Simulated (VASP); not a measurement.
Wanted: the native input for a VASP 6.6.1 run.

```yaml
Task: single point
Functional: PBE
Potentials_or_basis: VASP PAW PBE potentials, release 64 (Sc_sv, Bi_d, F)
Cutoff: 520 eV
k_mesh: 4 × 4 × 2
Occupations: gaussian, width 0.1 eV
Spin: collinear spin
Starting_moments: "[1.0, 1.0, 0.0, 0.0, 0.0, 0.0, 0.0, 0.0, 0.0] μB"
Dipole_correction: no
Further_INCAR_settings: ALGO = Normal; EDIFF = 1e-07; NBANDS = 54
```

The structure of Sc2BiF6 lies in POSCAR:

```
Sc2BiF6
1.0
    4.3026156451      0.0000000000      0.0000000000
    0.0000000000      4.3026156451      0.0000000000
    0.0000000000      0.0000000000      9.1522487520
Sc Bi F
2 1 6
Direct
    0.5000000000      0.5000000000      0.3675898720
    0.5000000000      0.5000000000      0.6324101280
    0.0000000000      0.0000000000      0.0000000000
    0.5000000000      0.0000000000      0.0000000000
    0.5000000000      0.0000000000      0.5000000000
    0.0000000000      0.5000000000      0.0000000000
    0.0000000000      0.5000000000      0.5000000000
    0.0000000000      0.0000000000      0.2527320532
    0.0000000000      0.0000000000      0.7472679468
```

This cell differs from its parent crystal: atoms taken out.

The input as run:

INCAR

```
SYSTEM = Sc2BiF6
PREC = Accurate
ENCUT = 520
EDIFF = 1E-7
ISMEAR = 0
SIGMA = 0.1
LREAL = .FALSE.
LASPH = .TRUE.
NELM = 150
ALGO = Normal
ISIF = 2
LWAVE = .FALSE.
LCHARG = .TRUE.
ISPIN = 2
MAGMOM = 1 1 0 0 0 0 0 0 0
LORBIT = 11
LMAXMIX = 4
GGA = PE
LELF = .TRUE.
LVHAR = .TRUE.
NBANDS = 54
```

KPOINTS

```
Automatic mesh
0
G
  4 4 2
  0 0 0
```

Potentials or basis: VASP PAW PBE potentials, release 64 (Sc_sv, Bi_d, F).

Command:

```console
$ cat potpaw_PBE.64/Sc_sv/POTCAR potpaw_PBE.64/Bi_d/POTCAR potpaw_PBE.64/F/POTCAR > POTCAR
$ mpirun -np 1 vasp_std > vasp.out
```

Results of the run:

| Property | Result |
| --- | --- |
| Pressure | 0.2 GPa |
| Largest force | 0.202 eV/Å |
| Net moment | 0.88 μB per cell |
| Site moments | Sc +0.34; Bi +0.01; F +0.00, -0.00 (each value once) μB |
| Valence electrons inside the program's atomic spheres | Sc 9.37; Bi 12.55; F 6.12, 6.05, 6.04 (each value once) |

Caveat: the k points lie up to 0.37 Å⁻¹ apart; the cell differs from its parent crystal (atoms taken out); a moment this small can come from the mesh or the smearing.

Run time: 4.8 min on 1 thread of Intel(R) Xeon(R) Platinum 8259CL CPU @ 2.50GHz (Skylake/Cascade Lake), with other jobs on the host, peak memory 0.39 GiB.
